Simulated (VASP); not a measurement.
# LiF (Fm-3m) in VASP: single point with HSE06

Aim: the single point of LiF with HSE06.

Program: VASP 6.6.1. These are calculated values, not measurements. Logs are shortened: lines on timing, memory, paths and dates and some standing lists are left out, and cuts for length are marked.

### 1 The cell of the first run

It takes space group Fm-3m (No. 225, cubic). The conventional cell has a = 3.990 Å, b = 3.990 Å, c = 3.990 Å, α = 90.00°, β = 90.00°, γ = 90.00°. Li (site symmetry m-3m) has 6 F at 1.99 Å within 2.6 Å. F (site symmetry m-3m) has 6 Li at 1.99 Å within 2.6 Å.

### 2 Single point, HSE06

POSCAR reads:

```
LiF
1.0
    0.0000000000      1.9948717393      1.9948717393
    1.9948717393      0.0000000000      1.9948717393
    1.9948717393      1.9948717393      0.0000000000
Li F
1 1
Direct
    0.0000000000      0.0000000000      0.0000000000
    0.5000000000      0.5000000000      0.5000000000
```

INCAR.step1 reads:

```
ALGO = Normal
EDIFF = 1E-5
ENCUT = 520
GGA = PE
ISIF = 2
ISMEAR = 0
LASPH = True
LREAL = False
LWAVE = True
NBANDS = 12
NELM = 80
PREC = Accurate
SIGMA = 0.01
```

INCAR.step2 reads:

```
ALGO = Normal
EDIFF = 1E-6
ENCUT = 520
GGA = PE
HFSCREEN = 0.2079
ISIF = 2
ISMEAR = 0
ISTART = 1
LASPH = True
LCHARG = True
LELF = True
LHFCALC = True
LREAL = False
LVHAR = True
LWAVE = False
NBANDS = 12
NELM = 80
PREC = Accurate
PRECFOCK = Normal
SIGMA = 0.01
```

KPOINTS reads:

```
k-points
0
Gamma
  8 8 8
```

Potentials or basis: VASP PAW PBE potentials, release 64 (Li_sv, F).

The run is started by

```bash
$ cat potpaw_PBE.64/Li_sv/POTCAR potpaw_PBE.64/F/POTCAR > POTCAR
$ cp INCAR.step1 INCAR
$ mpirun -np 1 vasp_std > vasp.out
$ cp INCAR.step2 INCAR
$ mpirun -np 1 vasp_std > vasp.out
```

OUTCAR:

```text
EDIFF = 1E-6
   ENCUT = 520
   GGA = PE
   HFSCREEN = 0.2079
   ISIF = 2
   ISMEAR = 0
   ISTART = 1
   LASPH = True
   LHFCALC = True
   LREAL = False
   NELM = 80
   PREC = Accurate
   PRECFOCK = Normal

 ion  position               nearest neighbor table
   1  0.000  0.000  0.000-   2 1.99   2 1.99   2 1.99   2 1.99   2 1.99   2 1.99
   2  0.500  0.500  0.500-   1 1.99   1 1.99   1 1.99   1 1.99   1 1.99   1 1.99

  LATTYP: Found a face centered cubic cell.
 ALAT       =     3.9897434786

  Lattice vectors:

 A1 = (   0.0000000000,   1.9948717393,   1.9948717393)
 A2 = (   1.9948717393,   0.0000000000,   1.9948717393)
 A3 = (   1.9948717393,   1.9948717393,   0.0000000000)

Analysis of symmetry for initial positions (statically):
=====================================================================
 Subroutine PRICEL returns:
 Original cell was already a primitive cell.

 Routine SETGRP: Setting up the symmetry group for a
 face centered cubic supercell.

 Subroutine GETGRP returns: Found 48 space group operations
 (whereof 48 operations were pure point group operations)
 out of a pool of 48 trial point group operations.

The static configuration has the point symmetry O_h .

Analysis of symmetry for dynamics (positions and initial velocities):
=====================================================================
 Subroutine PRICEL returns:
 Original cell was already a primitive cell.

 Routine SETGRP: Setting up the symmetry group for a
 face centered cubic supercell.

 Subroutine GETGRP returns: Found 48 space group operations
 (whereof 48 operations were pure point group operations)
 out of a pool of 48 trial point group operations.

The dynamic configuration has the point symmetry O_h .

 Subroutine INISYM returns: Found 48 space group operations
 (whereof 48 operations are pure point group operations),
 and found     1 'primitive' translations

----------------------------------------------------------------------------------------

                                     Primitive cell

  volume of cell :      15.8772

  direct lattice vectors                    reciprocal lattice vectors
     0.000000000  1.994871739  1.994871739    -0.250642681  0.250642681  0.250642681
     1.994871739  0.000000000  1.994871739     0.250642681 -0.250642681  0.250642681
     1.994871739  1.994871739  0.000000000     0.250642681  0.250642681 -0.250642681

  length of vectors
     2.821174669  2.821174669  2.821174669     0.434125857  0.434125857  0.434125857

  position of ions in fractional coordinates (direct lattice)
     0.000000000  0.000000000  0.000000000
     0.500000000  0.500000000  0.500000000

  ion indices of the primitive-cell ions
   primitive index   ion index
                 1           1
                 2           2

----------------------------------------------------------------------------------------

 KPOINTS: k-points

Automatic generation of k-mesh.
 Grid dimensions read from file:
 generate k-points for:    8    8    8

 Generating k-lattice:

  Cartesian coordinates                     Fractional coordinates (reciprocal lattice)
    -0.031330335  0.031330335  0.031330335     0.125000000  0.000000000  0.000000000
     0.031330335 -0.031330335  0.031330335     0.000000000  0.125000000  0.000000000
     0.031330335  0.031330335 -0.031330335     0.000000000  0.000000000  0.125000000

  Length of vectors
     0.054265732  0.054265732  0.054265732

  Shift w.r.t. Gamma in fractional coordinates (k-lattice)
     0.000000000  0.000000000  0.000000000

 Subroutine IBZKPT returns following result:
 ===========================================

 Found     29 irreducible k-points:

 Following reciprocal coordinates:
            Coordinates               Weight
  0.000000  0.000000  0.000000      1.000000
  0.125000  0.000000  0.000000      8.000000
  0.250000  0.000000  0.000000      8.000000
  0.375000  0.000000  0.000000      8.000000
  0.500000  0.000000  0.000000      4.000000
  0.125000  0.125000  0.000000      6.000000
[... 16 lines left out ...]
  0.500000  0.250000  0.125000     48.000000
 -0.375000  0.250000  0.125000     24.000000
 [... further k-points ...]
   k-points           NKPTS =     29   k-points in BZ     NKDIM =    512   number of bands    NBANDS=     12
   number of dos      NEDOS =    301   number of ions     NIONS =      2
   total plane-waves  NPLWV =  13824
   dimension x,y,z NGX =    24 NGY =   24 NGZ =   24
   dimension x,y,z NGXF=    48 NGYF=   48 NGZF=   48
   ions per type =               1   1
   NGX,Y,Z   is equivalent  to a cutoff of  14.14, 14.14, 14.14 a.u.
   NGXF,Y,Z  is equivalent  to a cutoff of  28.29, 28.29, 28.29 a.u.
 SYSTEM =  unknown system
   PREC   = accura    normal or accurate (medium, high low for compatibility)
   ISTART =      1    job   : 0-new  1-cont  2-samecut
   ICHARG =      0    charge: 1-file 2-atom 10-const
   ISPIN  =      1    spin polarized calculation?
   LNONCOLLINEAR =      F non collinear calculations
   LSORBIT =      F    spin-orbit coupling
   LASPH  =      T    aspherical Exc in radial PAW
   ENCUT  =  520.0 eV  38.22 Ry    6.18 a.u.   5.25  5.25  5.25*2*pi/ulx,y,z
   NELM   =     80;   NELMIN=  2; NELMDL=  0     # of ELM steps
   EDIFF  = 0.1E-05   stopping-criterion for ELM
   LREAL  =      F    real-space projection
   EDIFFG = 0.1E-04   stopping-criterion for IOM
   NSW    =      0    number of steps for IOM
   IBRION =     -1    ionic relax: 0-MD 1-quasi-New 2-CG
   NFREE  =      0    steps in history (QN), initial steepest desc. (CG)
   ISIF   =      2    stress and relaxation
   ISYM   =      3    0-nonsym 1-usesym 2-fastsym
   POTIM  = 0.5000    time-step for ionic-motion
   TEBEG  =    0.0;   TEEND  =   0.0 temperature during run
   PSTRESS=    0.0 pullay stress
   NELECT =      10.0000    total number of electrons
   NUPDOWN=      -1.0000    fix difference up-down
   EMIN   =  10.00;   EMAX   =-10.00  energy-range for DOS
   EFERMI =   0.00;   METHOD = LEGACY
   ISMEAR =     0;   SIGMA  =   0.01  broadening in eV -4-tet -1-fermi 0-gaus
   EFERMI_NEDOS =   21; number of points for ismear=-14 and -15
   IALGO  =     38    algorithm
   IMIX   =      1    mixing-type and parameters
     AMIX     =   0.40;   BMIX     =  1.00
     AMIX_MAG =   1.60;   BMIX_MAG =  1.00
  volume/ion in A,a.u.               =       7.94        53.57
  Fermi-wavevector in a.u.,A,eV,Ry     =   1.403298  2.651848 26.793202  1.969245
  Thomas-Fermi vector in A             =   2.525974
   LORBIT       =      0    0 simple, 1 ext, 2 COOP (PROOUT), +10 PAW based schemes
   GGA     = PE    functional components
   LHFCALC =     T    Hartree Fock is set to
   PRECFOCK=normal    Normal, Fast or Accurate (Low or Medium for compatibility)
   ENCUT4O =  -1.0   cutoff for four orbital integrals eV
   NKREDX  =     1    reduce k-point grid by
   NKREDY  =     1    reduce k-point grid by
   NKREDZ  =     1    reduce k-point grid by
   AEXX    =    0.2500 exact exchange contribution
   HFSCREEN=    0.2079 screening length (either q_TF or 0.3 A-1)
   HFSCREENC=   0.2079 screening length for correlation (either q_TF or 0.3 A-1)
   ENCUTFOCK=  -1.0 apply spherical cutoff to Coloumb kernel
   IVDW    =     0    specifies the selected vdW correction
   LEPSILON=     F    determine dielectric tensor
   LRPA    =     F    only Hartree local field effects (RPA)
 non-spin polarized calculation
 Gauss-broadening in eV      SIGMA  =   0.01
  energy-cutoff  :      520.00
  volume of cell :       15.88
 maximum number of plane-waves:       444
 NGX is ok and might be reduce to    24
  NGX = 16; NGY = 16; NGZ = 16

 number of electron       9.9999997 magnetization

 Free energy of the ion-electron system (eV)
  ---------------------------------------------------
  ext. energy  EPLUGINS =         0.00000000
  ---------------------------------------------------
  free energy    TOTEN  =       -11.38603889 eV

  energy without entropy =      -11.38603889  energy(sigma->0) =      -11.38603889

 E-fermi :  -2.4551     XC(G=0):  -8.2757

 val. band max:       -2.5617189456   @ k =   0.0000   0.0000   0.0000
 cond. band min:       9.1051874732   @ k =   0.0000   0.0000   0.0000
 fundamental gap:     11.6669064188
 Fermi energy:        -2.4550546066

 k-point     1 :       0.0000    0.0000    0.0000
  band No.  band energies     occupation
      1     -45.4686      2.00000
      2     -24.2186      2.00000
      3      -2.5617      2.00000
      4      -2.5617      2.00000
      5      -2.5617      2.00000
      6       9.1052      0.00000
      7      24.4372      0.00000
      8      24.4372      0.00000
      9      24.4372      0.00000
     10      24.5692      0.00000
     11      24.5692      0.00000
     12      24.5692      0.00000

 k-point     2 :       0.1250    0.0000    0.0000
  band No.  band energies     occupation
      1     -45.4588      2.00000
      2     -24.1531      2.00000
      3      -3.0275      2.00000
      4      -2.6014      2.00000
      5      -2.6014      2.00000
      6       9.5564      0.00000
      7      20.8099      0.00000
      8      22.6717      0.00000
      9      22.6717      0.00000
     10      25.9978      0.00000
     11      26.0073      0.00000
     12      26.0073      0.00000

 k-point     3 :       0.2500    0.0000    0.0000
  band No.  band energies     occupation
      1     -45.4350      2.00000
      2     -23.9885      2.00000
      3      -4.0443      2.00000
      4      -2.6945      2.00000
      5      -2.6945      2.00000
      6      10.3821      0.00000
      7      18.1726      0.00000
      8      20.8059      0.00000
      9      20.8059      0.00000
     10      27.4697      0.00000
     11      27.9423      0.00000
     12      27.9423      0.00000
[... 286 lines left out ...]
 k-point    23 :       0.5000    0.2500    0.1250
  band No.  band energies     occupation
      1     -45.3992      2.00000
      2     -23.6789      2.00000
      3      -4.8656      2.00000
      4      -3.7712      2.00000
      5      -3.0196      2.00000
      6      12.3787      0.00000
      7      16.1481      0.00000
      8      19.3431      0.00000
      9      19.9071      0.00000
     10      26.1118      0.00000
     11      30.9831      0.00000
     12      33.6186      0.00000

 k-point    24 :      -0.3750    0.2500    0.1250
  band No.  band energies     occupation
      1     -45.3915      2.00000
      2     -23.6106      2.00000
      3      -5.1009      2.00000
      4      -3.8910      2.00000
      5      -3.0959      2.00000
      6      12.5526      0.00000
      7      16.0049      0.00000
      8      19.2282      0.00000
      9      19.5763      0.00000
     10      28.0971      0.00000
     11      29.2396      0.00000
     12      35.0218      0.00000

 [... further k-points ...]
[... 5 lines left out ...]
  --------------------------------------------------------------------------------------
  -------------------------------------------------------------------------------------
  Total        0.1093940      0.1093940      0.1093940      0.0000000      0.0000000      0.0000000
  in kB       11.0389876     11.0389876     11.0389876      0.0000000      0.0000000      0.0000000
  external PRESSURE =      11.0389876 kB  Pullay stress =       0.0000000 kB

 VOLUME and BASIS-vectors are now :
 -----------------------------------------------------------------------------
  energy-cutoff  :      520.00
  volume of cell :       15.88
      direct lattice vectors                 reciprocal lattice vectors
     0.000000000  1.994871739  1.994871739    -0.250642681  0.250642681  0.250642681
     1.994871739  0.000000000  1.994871739     0.250642681 -0.250642681  0.250642681
     1.994871739  1.994871739  0.000000000     0.250642681  0.250642681 -0.250642681

 POSITION                                       TOTAL-FORCE (eV/Angst)
 -----------------------------------------------------------------------------------
      0.00000      0.00000      0.00000         0.000000     -0.000000     -0.000000
      1.99487      1.99487      1.99487        -0.000000      0.000000      0.000000
 -----------------------------------------------------------------------------------
    total drift:                               -0.000000     -0.000000     -0.000000

  FREE ENERGIE OF THE ION-ELECTRON SYSTEM (eV)
  ---------------------------------------------------
  free  energy   TOTEN  =       -11.3860388866 eV

  energy  without entropy=      -11.3860388866  energy(sigma->0) =      -11.38603889
```

Run time: 18 min. Hardware: 1 thread of AMD EPYC 7R13 (Zen 3), shared host; peak memory 0.21 GiB.

Results:

```
Free energy            : -11.3860 eV
Band gap on the k mesh : 11.67 eV
```

Caveat: the cutoff is under 1.25 times the usual one of these potentials, so pressure, stress and relaxed cells hold a basis-set (Pulay) error; the PAW data sets were made with another functional, which shifts forces and pressure a little. A k mesh can miss the band edges.
